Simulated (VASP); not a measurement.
Input of a VASP 6.6.1 run:

INCAR

```
SYSTEM = TaC6N
  PREC = Accurate
  ENCUT = 520
  EDIFF = 1E-6
  ISMEAR = 0
  SIGMA = 0.2
  LREAL = .FALSE.
  LASPH = .TRUE.
  NELM = 80
  ALGO = Normal
  ISIF = 2
  LWAVE = .FALSE.
  LCHARG = .FALSE.
  GGA = PE
  NBANDS = 30
```

Contents of KPOINTS:

```
Automatic mesh
0
G
  3 3 4
  0 0 0
```

The input POSCAR:

```
TaC6N
1.0
    4.1708245604      0.0000000000      0.0000000000
    0.0000000000      4.1708245604      0.0000000000
    0.0000000000      0.0000000000      4.5705683476
Ta C N
1 6 1
Direct
    0.0000000000      0.0000000000      0.5000000000
    0.5000000000      0.0000000000      0.5000000000
    0.0000000000      0.5000000000      0.5000000000
    0.1782305766      0.8217694234      0.0000000000
    0.8217694234      0.1782305766      0.0000000000
    0.1782305766      0.1782305766      0.0000000000
    0.8217694234      0.8217694234      0.0000000000
    0.5000000000      0.5000000000      0.5000000000
```

Potentials or basis: VASP PAW PBE potentials, release 64 (Ta_pv, C, N).

Run with:

```bash
$ cat potpaw_PBE.64/Ta_pv/POTCAR potpaw_PBE.64/C/POTCAR potpaw_PBE.64/N/POTCAR > POTCAR
$ mpirun -np 1 vasp_std > vasp.out
```

(1) What does it give for the pressure?

(2) Estimate the largest force.

(3) Predict the band gap on the k mesh.

## Answers

(1) 0.6 GPa.

(2) 0.125 eV/Å.

(3) zero (bands 20 and 21 overlap by 0.21 eV).

Caveat: the k points lie up to 0.50 Å⁻¹ apart; spin-orbit coupling is left out, which moves the levels of the heavy elements.
